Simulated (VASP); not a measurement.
# Mo (Im-3m) in VASP: notebook

Runs on Mo. Level: PBEsol. Tasks: single point, relaxation of cell and atoms.

All numbers are computed with VASP 6.6.1; they aren't measurements. Logs are shortened: lines on timing, memory, paths and dates and some standing lists are left out, and cuts for length are marked.

### Step 1. The cell of the first run

Symmetry: Im-3m, No. 229, cubic system. The conventional cell has a = 3.129 Å, b = 3.129 Å, c = 3.129 Å, α = 90.00°, β = 90.00°, γ = 90.00°. Within 3.6 Å of Mo (site symmetry m-3m) lie 14 Mo at 2.71 to 3.13 Å.

### Step 2. Single point, PBEsol

INCAR

```
  PREC = Accurate
  ENCUT = 520
  EDIFF = 1E-6
  ISMEAR = 0
  SIGMA = 0.1
  LREAL = F
  LASPH = T
  NELM = 60
  ALGO = Normal
  ISIF = 2
  LWAVE = F
  LCHARG = F
  GGA = PS
  NBANDS = 13
```

KPOINTS

```
Automatic mesh
0
Gamma
  18 18 18
```

POSCAR

```
Mo
1.0
   -1.5647150809      1.5647150809      1.5647150809
    1.5647150809     -1.5647150809      1.5647150809
    1.5647150809      1.5647150809     -1.5647150809
Mo
1
Direct
    0.0000000000      0.0000000000      0.0000000000
```

Potentials or basis: VASP PAW PBE potentials, release 64 (Mo_sv).

Launch:

```console
$ cat potpaw_PBE.64/Mo_sv/POTCAR > POTCAR
$ mpirun -np 1 vasp_std > vasp.out
```

OUTCAR:

```text
PREC = Accurate
   ENCUT = 520
   EDIFF = 1E-6
   ISMEAR = 0
   LREAL = F
   LASPH = T
   NELM = 60
   ISIF = 2
   GGA = PS

 ion  position               nearest neighbor table
   1  0.000  0.000  0.000-

  LATTYP: Found a body centered cubic cell.
 ALAT       =     3.1294301618

  Lattice vectors:

 A1 = (  -1.5647150809,   1.5647150809,   1.5647150809)
 A2 = (   1.5647150809,  -1.5647150809,   1.5647150809)
 A3 = (   1.5647150809,   1.5647150809,  -1.5647150809)

Analysis of symmetry for initial positions (statically):
=====================================================================
 Subroutine PRICEL returns:
 Original cell was already a primitive cell.

 Routine SETGRP: Setting up the symmetry group for a
 body centered cubic supercell.

 Subroutine GETGRP returns: Found 48 space group operations
 (whereof 48 operations were pure point group operations)
 out of a pool of 48 trial point group operations.

The static configuration has the point symmetry O_h .

Analysis of symmetry for dynamics (positions and initial velocities):
=====================================================================
 Subroutine PRICEL returns:
 Original cell was already a primitive cell.

 Routine SETGRP: Setting up the symmetry group for a
 body centered cubic supercell.

 Subroutine GETGRP returns: Found 48 space group operations
 (whereof 48 operations were pure point group operations)
 out of a pool of 48 trial point group operations.

The dynamic configuration has the point symmetry O_h .

 Subroutine INISYM returns: Found 48 space group operations
 (whereof 48 operations are pure point group operations),
 and found     1 'primitive' translations

----------------------------------------------------------------------------------------

                                     Primitive cell

  volume of cell :      15.3238

  direct lattice vectors                    reciprocal lattice vectors
    -1.564715081  1.564715081  1.564715081     0.000000000  0.319546994  0.319546994
     1.564715081 -1.564715081  1.564715081     0.319546994  0.000000000  0.319546994
     1.564715081  1.564715081 -1.564715081     0.319546994  0.319546994  0.000000000

  length of vectors
     2.710166019  2.710166019  2.710166019     0.451907692  0.451907692  0.451907692

  position of ions in fractional coordinates (direct lattice)
     0.000000000  0.000000000  0.000000000

  ion indices of the primitive-cell ions
   primitive index   ion index
                 1           1

----------------------------------------------------------------------------------------

 KPOINTS: Automatic mesh

Automatic generation of k-mesh.
 Grid dimensions read from file:
 generate k-points for:   18   18   18

 Generating k-lattice:

  Cartesian coordinates                     Fractional coordinates (reciprocal lattice)
     0.000000000  0.017752611  0.017752611     0.055555556  0.000000000  0.000000000
     0.017752611  0.000000000  0.017752611     0.000000000  0.055555556  0.000000000
     0.017752611  0.017752611  0.000000000     0.000000000  0.000000000  0.055555556

  Length of vectors
     0.025105983  0.025105983  0.025105983

  Shift w.r.t. Gamma in fractional coordinates (k-lattice)
     0.000000000  0.000000000  0.000000000

 Subroutine IBZKPT returns following result:
 ===========================================

 Found    195 irreducible k-points:

 Following reciprocal coordinates:
            Coordinates               Weight
  0.000000  0.000000  0.000000      1.000000
  0.055556  0.000000  0.000000     12.000000
  0.111111  0.000000  0.000000     12.000000
  0.166667  0.000000  0.000000     12.000000
  0.222222  0.000000  0.000000     12.000000
  0.277778  0.000000  0.000000     12.000000
[... 16 lines left out ...]
  0.333333  0.111111  0.000000     48.000000
  0.388889  0.111111  0.000000     48.000000
 [... further k-points ...]
   k-points           NKPTS =    195   k-points in BZ     NKDIM =    195   number of bands    NBANDS=     13
   number of dos      NEDOS =    301   number of ions     NIONS =      1
   total plane-waves  NPLWV =   8000
   dimension x,y,z NGX =    20 NGY =   20 NGZ =   20
   dimension x,y,z NGXF=    40 NGYF=   40 NGZF=   40
   ions per type =               1
   NGX,Y,Z   is equivalent  to a cutoff of  12.27, 12.27, 12.27 a.u.
   NGXF,Y,Z  is equivalent  to a cutoff of  24.54, 24.54, 24.54 a.u.
 SYSTEM =  unknown system
   PREC   = accura    normal or accurate (medium, high low for compatibility)
   ISTART =      0    job   : 0-new  1-cont  2-samecut
   ICHARG =      2    charge: 1-file 2-atom 10-const
   ISPIN  =      1    spin polarized calculation?
   LNONCOLLINEAR =      F non collinear calculations
   LSORBIT =      F    spin-orbit coupling
   LASPH  =      T    aspherical Exc in radial PAW
   ENCUT  =  520.0 eV  38.22 Ry    6.18 a.u.   5.04  5.04  5.04*2*pi/ulx,y,z
   NELM   =     60;   NELMIN=  2; NELMDL= -5     # of ELM steps
   EDIFF  = 0.1E-05   stopping-criterion for ELM
   LREAL  =      F    real-space projection
   EDIFFG = 0.1E-04   stopping-criterion for IOM
   NSW    =      0    number of steps for IOM
   IBRION =     -1    ionic relax: 0-MD 1-quasi-New 2-CG
   NFREE  =      0    steps in history (QN), initial steepest desc. (CG)
   ISIF   =      2    stress and relaxation
   ISYM   =      2    0-nonsym 1-usesym 2-fastsym
   POTIM  = 0.5000    time-step for ionic-motion
   TEBEG  =    0.0;   TEEND  =   0.0 temperature during run
   PSTRESS=    0.0 pullay stress
   NELECT =      14.0000    total number of electrons
   NUPDOWN=      -1.0000    fix difference up-down
   EMIN   =  10.00;   EMAX   =-10.00  energy-range for DOS
   EFERMI =   0.00;   METHOD = LEGACY
   ISMEAR =     0;   SIGMA  =   0.10  broadening in eV -4-tet -1-fermi 0-gaus
   EFERMI_NEDOS =   21; number of points for ismear=-14 and -15
   IALGO  =     38    algorithm
   IMIX   =      4    mixing-type and parameters
     AMIX     =   0.40;   BMIX     =  1.00
     AMIX_MAG =   1.60;   BMIX_MAG =  1.00
  volume/ion in A,a.u.               =      15.32       103.41
  Fermi-wavevector in a.u.,A,eV,Ry     =   1.588531  3.001888 34.333341  2.523429
  Thomas-Fermi vector in A             =   2.687520
   LORBIT       =      0    0 simple, 1 ext, 2 COOP (PROOUT), +10 PAW based schemes
   GGA     = PS    functional components
   LHFCALC =     F    Hartree Fock is set to
   AEXX    =    0.0000 exact exchange contribution
   IVDW    =     0    specifies the selected vdW correction
   LEPSILON=     F    determine dielectric tensor
   LRPA    =     F    only Hartree local field effects (RPA)
 non-spin polarized calculation
 Gauss-broadening in eV      SIGMA  =   0.10
  energy-cutoff  :      520.00
  volume of cell :       15.32
 maximum number of plane-waves:       426
   NGX =  9   NGY =  9   NGZ =  9

 number of electron      13.9999998 magnetization

 Free energy of the ion-electron system (eV)
  ---------------------------------------------------
  ext. energy  EPLUGINS =         0.00000000
  ---------------------------------------------------
  free energy    TOTEN  =       -11.77799616 eV

  energy without entropy =      -11.77568184  energy(sigma->0) =      -11.77683900

 E-fermi :  12.8067     XC(G=0): -13.6414

 val. band max:       12.8053295493   @ k =  -0.3889   0.4444   0.2778
 cond. band min:      12.8110200730   @ k =   0.3889   0.1111   0.0000
 fundamental gap:      0.0056905237
 Fermi energy:        12.8067162949

 k-point     1 :       0.0000    0.0000    0.0000
  band No.  band energies     occupation
      1     -48.4094      2.00000
      2     -21.6489      2.00000
      3     -21.6489      2.00000
      4     -21.6489      2.00000
      5       5.4372      2.00000
      6      11.3818      2.00000
      7      11.3818      2.00000
      8      11.3818      2.00000
      9      14.4711      0.00000
     10      14.4711      0.00000
     11      27.6244      0.00000
     12      27.6244      0.00000
     13      27.6244      0.00000

 k-point     2 :       0.0556    0.0000    0.0000
  band No.  band energies     occupation
      1     -48.4009      2.00000
      2     -21.6976      2.00000
      3     -21.6639      2.00000
      4     -21.6493      2.00000
      5       5.5779      2.00000
      6      11.3013      2.00000
      7      11.3688      2.00000
      8      11.5141      2.00000
      9      14.3498      0.00000
     10      14.4728      0.00000
     11      27.7330      0.00000
     12      27.8618      0.00000
     13      27.9140      0.00000

 k-point     3 :       0.1111    0.0000    0.0000
  band No.  band energies     occupation
      1     -48.3764      2.00000
      2     -21.8366      2.00000
      3     -21.7067      2.00000
      4     -21.6504      2.00000
      5       5.9790      2.00000
      6      11.0778      2.00000
      7      11.3115      2.00000
      8      11.9057      2.00000
      9      14.0840      0.00000
     10      14.4835      0.00000
     11      27.9954      0.00000
     12      28.5537      0.00000
     13      28.6390      0.00000

 k-point     4 :       0.1667    0.0000    0.0000
  band No.  band energies     occupation
      1     -48.3385      2.00000
      2     -22.0456      2.00000
      3     -21.7716      2.00000
      4     -21.6522      2.00000
      5       6.5676      2.00000
      6      10.7568      2.00000
      7      11.1921      2.00000
      8      12.5399      1.99984
      9      13.8800      0.00000
     10      14.5168      0.00000
     11      28.1921      0.00000
     12      29.3765      0.00000
     13      29.6473      0.00000

 k-point     5 :       0.2222    0.0000    0.0000
  band No.  band energies     occupation
      1     -48.2917      2.00000
      2     -22.2961      2.00000
      3     -21.8504      2.00000
      4     -21.6544      2.00000
      5       7.1875      2.00000
      6      10.3927      2.00000
      7      11.1167      2.00000
      8      13.3872      0.00000
      9      13.8691      0.00000
     10      14.5864      0.00000
     11      27.9772      0.00000
     12      29.4952      0.00000
     13      31.0732      0.00000

 k-point     6 :       0.2778    0.0000    0.0000
  band No.  band energies     occupation
      1     -48.2415      2.00000
      2     -22.5562      2.00000
      3     -21.9331      2.00000
      4     -21.6568      2.00000
      5       7.5883      2.00000
      6      10.0349      2.00000
      7      11.3644      2.00000
      8      14.0321      0.00000
      9      14.4001      0.00000
     10      14.6983      0.00000
     11      27.2607      0.00000
     12      28.7197      0.00000
     13      32.7551      0.00000

 k-point     7 :       0.3333    0.0000    0.0000
  band No.  band energies     occupation
      1     -48.1939      2.00000
      2     -22.7950      2.00000
      3     -22.0098      2.00000
      4     -21.6591      2.00000
      5       7.6417      2.00000
      6       9.7221      2.00000
      7      12.0833      2.00000
      8      14.2806      0.00000
      9      14.8439      0.00000
     10      15.5025      0.00000
     11      26.3428      0.00000
     12      27.4502      0.00000
     13      34.0585      0.00000
[... 193 lines left out ...]
 k-point    20 :       0.1667    0.1111    0.0000
  band No.  band energies     occupation
      1     -48.2734      2.00000
      2     -22.3680      2.00000
      3     -21.8540      2.00000
      4     -21.7092      2.00000
      5       7.5302      2.00000
      6      10.4249      2.00000
      7      10.6797      2.00000
      8      13.5858      0.00000
      9      13.9793      0.00000
     10      14.8529      0.00000
     11      28.5428      0.00000
     12      29.2119      0.00000
     13      30.6791      0.00000

 k-point    21 :       0.2222    0.1111    0.0000
  band No.  band energies     occupation
      1     -48.2261      2.00000
      2     -22.5896      2.00000
      3     -21.9497      2.00000
      4     -21.7167      2.00000
      5       7.9630      2.00000
      6      10.0751      2.00000
      7      10.8220      2.00000
      8      13.7143      0.00000
      9      14.9332      0.00000
     10      15.1525      0.00000
     11      27.6038      0.00000
     12      28.7060      0.00000
     13      31.8331      0.00000

 k-point    22 :       0.2778    0.1111    0.0000
  band No.  band energies     occupation
      1     -48.1813      2.00000
      2     -22.7920      2.00000
      3     -22.0425      2.00000
      4     -21.7217      2.00000
      5       8.0287      2.00000
      6       9.7863      2.00000
      7      11.3926      2.00000
      8      13.9799      0.00000
      9      15.1221      0.00000
     10      16.2979      0.00000
     11      26.5756      0.00000
     12      27.6169      0.00000
     13      32.2379      0.00000

 k-point    23 :       0.3333    0.1111    0.0000
  band No.  band energies     occupation
      1     -48.1445      2.00000
      2     -22.9537      2.00000
      3     -22.1186      2.00000
      4     -21.7253      2.00000
      5       7.8866      2.00000
      6       9.5742      2.00000
      7      12.1656      2.00000
      8      14.2630      0.00000
      9      15.2999      0.00000
     10      17.4498      0.00000
     11      25.6291      0.00000
     12      26.4132      0.00000
     13      30.9511      0.00000

 k-point    24 :       0.3889    0.1111    0.0000
  band No.  band energies     occupation
      1     -48.1203      2.00000
      2     -23.0578      2.00000
      3     -22.1682      2.00000
      4     -21.7275      2.00000
      5       7.7409      2.00000
      6       9.4440      2.00000
      7      12.8110      0.95147
      8      14.3873      0.00000
      9      15.5652      0.00000
     10      18.3527      0.00000
     11      24.7504      0.00000
     12      25.6534      0.00000
     13      30.0109      0.00000

 [... further k-points ...]
[... 5 lines left out ...]
  --------------------------------------------------------------------------------------
  -------------------------------------------------------------------------------------
  Total        0.0501261      0.0501261      0.0501261     -0.0000000     -0.0000000      0.0000000
  in kB        5.2409359      5.2409359      5.2409359     -0.0000000     -0.0000000      0.0000000
  external PRESSURE =       5.2409359 kB  Pullay stress =       0.0000000 kB

 VOLUME and BASIS-vectors are now :
 -----------------------------------------------------------------------------
  energy-cutoff  :      520.00
  volume of cell :       15.32
      direct lattice vectors                 reciprocal lattice vectors
    -1.564715081  1.564715081  1.564715081     0.000000000  0.319546994  0.319546994
     1.564715081 -1.564715081  1.564715081     0.319546994  0.000000000  0.319546994
     1.564715081  1.564715081 -1.564715081     0.319546994  0.319546994  0.000000000

 POSITION                                       TOTAL-FORCE (eV/Angst)
 -----------------------------------------------------------------------------------
      0.00000      0.00000      0.00000         0.000000      0.000000     -0.000000
 -----------------------------------------------------------------------------------
    total drift:                                0.000000     -0.000000      0.000000

  FREE ENERGIE OF THE ION-ELECTRON SYSTEM (eV)
  ---------------------------------------------------
  free  energy   TOTEN  =       -11.7779961574 eV

  energy  without entropy=      -11.7756818429  energy(sigma->0) =      -11.77683900
```

Run time: 16 s. Hardware: 1 thread of Intel Xeon 6975P-C, shared host; peak memory 0.15 GiB.

Results:

* Free energy: -11.7780 eV
* Pressure: 0.5 GPa
* Band gap on the k mesh: zero (band 7 reaches 16.91 eV, above the bottom of band 8 at 11.38 eV)

Caveat: the PAW data sets were made with another functional, which shifts forces and pressure a little.

### Step 3. Relaxation of cell and atoms, PBEsol

This run uses another cell than the first one, of 15.51 Å³/atom, 1.012 times its volume.

INCAR

```
SYSTEM = Mo
PREC = Accurate ; ENCUT = 600
EDIFF = 1E-6 ; ISMEAR = 0
SIGMA = 0.1 ; LREAL = .False.
LASPH = .True. ; NELM = 100
ALGO = Normal ; ISIF = 3
LWAVE = .False. ; LCHARG = .False.
GGA = PS ; IBRION = 2
NSW = 100 ; EDIFFG = -0.005
```

KPOINTS

```
regular mesh
0
Gamma
  18 18 18
  0 0 0
```

POSCAR

```
Mo
1.0
   -1.5710000000      1.5710000000      1.5710000000
    1.5710000000     -1.5710000000      1.5710000000
    1.5710000000      1.5710000000     -1.5710000000
Mo
1
Direct
    0.0000000000      0.0000000000      0.0000000000
```

Potentials or basis: VASP PAW PBE potentials, release 64 (Mo_sv).

Launch:

```console
$ cat potpaw_PBE.64/Mo_sv/POTCAR > POTCAR
$ mpirun -np 1 vasp_std > vasp.out
```

Run time: 37 s. Hardware: 1 thread of Intel Xeon 6975P-C, shared host; peak memory 0.18 GiB.

Results (log left out):

- Free energy: -11.7784 eV
- Relaxed volume: 15.35 Å³/atom
- Relaxed cell: a = 2.712 Å, b = 2.712 Å, c = 2.712 Å, α = 109.47°, β = 109.47°, γ = 109.47°
- Space group after relaxing (to 0.05 Å): Im-3m (No. 229)
- Energy gained by relaxing: 1.5 meV/atom
- Ionic steps: 3
- Pressure after relaxing: 0.0 GPa
- Band gap on the k mesh: zero (band 7 reaches 16.88 eV, above the bottom of band 8 at 11.36 eV)

Step by step:
```tsv
step	energy change (eV)	largest force (eV/Å)	pressure (GPa)	volume (Å³)
1	0.0000	0.0000	-2.90	15.51
2	0.0113	0.0000	9.16	14.89
3	-0.0015	0.0000	-0.03	15.35
```

Final structure:
```cif
data_structure
_symmetry_space_group_name_H-M 'P 1'
_symmetry_Int_Tables_number 1
_cell_length_a 2.7116
_cell_length_b 2.7116
_cell_length_c 2.7116
_cell_angle_alpha 109.471
_cell_angle_beta 109.471
_cell_angle_gamma 109.471
_cell_volume 15.35
loop_
_atom_site_label
_atom_site_type_symbol
_atom_site_fract_x
_atom_site_fract_y
_atom_site_fract_z
_atom_site_occupancy
Mo1 Mo 0.00000 0.00000 0.00000 1
```

Levels at points of the mesh, in eV from the Fermi level:
| k point | band 3 | band 4 | band 5 | band 6 | band 7 | band 8 | band 9 | band 10 | band 11 |
| --- | --- | --- | --- | --- | --- | --- | --- | --- | --- |
| (0.00, 0.00, 0.00) | -34.46 | -34.46 | -7.36 | -1.42 | -1.42 | -1.42 | 1.66 | 1.66 | 14.82 |
| (0.50, 0.00, 0.00) | -34.93 | -34.47 | -5.48 | -3.52 | 1.66 | 1.71 | 2.35 | 4.89 | 11.95 |
| (0.50, 0.50, 0.50) | -35.49 | -35.49 | -5.63 | -5.63 | 4.10 | 4.10 | 4.10 | 9.15 | 9.15 |

Caveat: the PAW data sets were made with another functional, which shifts forces and pressure a little.
